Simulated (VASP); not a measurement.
Wanted: the native input for a VASP 6.6.1 run.

```
Task                   : single point
Functional             : PBE
Potentials or basis    : VASP PAW PBE potentials, release 64 (Pt)
Cutoff                 : 520 eV
k mesh                 : 18 × 18 × 18
Occupations            : gaussian, width 0.1 eV
Spin                   : no spin polarisation
Dipole correction      : no
Further INCAR settings : ALGO = Normal; EDIFF = 1e-07; NBANDS = 11
```

The structure of Pt lies in POSCAR:

```
Pt
1.0
    0.0000000000      1.9851153494      1.9851153494
    1.9851153494      0.0000000000      1.9851153494
    1.9851153494      1.9851153494      0.0000000000
Pt
1
Direct
    0.0000000000      0.0000000000      0.0000000000
```

These files were run (other wordings do the same):

INCAR

```
PREC = Accurate
ENCUT = 520
EDIFF = 1E-7
ISMEAR = 0
SIGMA = 0.1
LREAL = F
LASPH = T
NELM = 60
ALGO = Normal
ISIF = 2
LWAVE = F
LCHARG = F
GGA = PE
NBANDS = 11
```

KPOINTS

```
Automatic mesh
0
Gamma
  18 18 18
```

Potentials or basis: VASP PAW PBE potentials, release 64 (Pt).

Command:

```bash
$ cat potpaw_PBE.64/Pt/POTCAR > POTCAR
$ mpirun -np 1 vasp_std > vasp.out
```

Results of the run:

```json
{
 "Pressure": "-0.5 GPa",
 "Band gap on the k mesh": "zero (band 5 reaches 11.03 eV, above the bottom of band 6 at 8.94 eV)"
}
```

Caveat: spin-orbit coupling is left out, which moves the levels of the heavy elements.

Wall time 51 s on 1 thread of AMD EPYC 7R13 (shared host), peak memory 0.14 GiB.
